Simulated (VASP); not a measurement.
Crystal: Hf2O.

```
Hf O
1.0
     5.08000    0.00000    0.00000
     0.00000    6.46000    0.00000
     0.00000    0.00000    5.59400
Hf O
8 4
Direct
  0.25000 0.87500 0.58300
  0.75000 0.87500 0.91700
  0.75000 0.62500 0.41700
  0.25000 0.62500 0.08300
  0.75000 0.12500 0.41700
  0.25000 0.12500 0.08300
  0.25000 0.37500 0.58300
  0.75000 0.37500 0.91700
  0.50000 0.87500 0.25000
  0.00000 0.62500 0.75000
  0.50000 0.12500 0.75000
  0.00000 0.37500 0.25000
```

| Item | Value |
| --- | --- |
| Program | VASP 6.6.1 |
| Task | relaxation of cell and atoms |
| Functional | PBE |
| Potentials or basis | VASP PAW PBE potentials, release 64 (Hf_pv, O) |
| Cutoff | 600 eV |
| k mesh | 3 × 3 × 3 |
| Occupations | gaussian, width 0.2 eV |
| Spin | no spin polarisation |

At the start: pressure 1.4 GPa; volume 15.30 Å³/atom.

Task: How do energy, volume and symmetry change on relaxing?

Result: Over 8 steps the energy falls by 9.3 meV/atom and the volume is 15.39 Å³/atom (+0.6 %); space group Pbcn (No. 60, to 0.1 Å) before and after.

The path:
```csv
step,energy change (eV),largest force (eV/Å),pressure (GPa),volume (Å³)
1,0.0000,0.4021,1.40,183.58
2,-0.0559,0.1842,-2.09,187.13
3,-0.0572,0.2066,-1.64,186.64
4,-0.0875,0.2219,0.57,184.18
5,-0.0876,0.2177,0.44,184.32
6,-0.1028,0.1556,0.16,184.57
7,-0.1075,0.0961,-0.08,184.81
8,-0.1113,0.0320,0.10,184.66
```

Final structure:
```cif
data_structure
_symmetry_space_group_name_H-M 'P 1'
_symmetry_Int_Tables_number 1
_cell_length_a 5.1232
_cell_length_b 6.5309
_cell_length_c 5.5189
_cell_angle_alpha 90.000
_cell_angle_beta 90.000
_cell_angle_gamma 90.000
_cell_volume 184.66
loop_
_atom_site_label
_atom_site_type_symbol
_atom_site_fract_x
_atom_site_fract_y
_atom_site_fract_z
_atom_site_occupancy
Hf1 Hf 0.24053 0.87541 0.57968 1
Hf2 Hf 0.75947 0.87541 0.92032 1
Hf3 Hf 0.74053 0.62459 0.42032 1
Hf4 Hf 0.25947 0.62459 0.07968 1
Hf5 Hf 0.75947 0.12459 0.42032 1
Hf6 Hf 0.24053 0.12459 0.07968 1
Hf7 Hf 0.25947 0.37541 0.57968 1
Hf8 Hf 0.74053 0.37541 0.92032 1
O1 O 0.50000 0.88102 0.25000 1
O2 O 0.00000 0.61898 0.75000 1
O3 O 0.50000 0.11898 0.75000 1
O4 O 0.00000 0.38102 0.25000 1
```

Caveat: the k points lie up to 0.41 Å⁻¹ apart in the final cell, too coarse for converged energies and pressures of a metal; the relaxation stopped at a loose force limit of 0.08 eV/Å, so its end isn't a converged minimum.
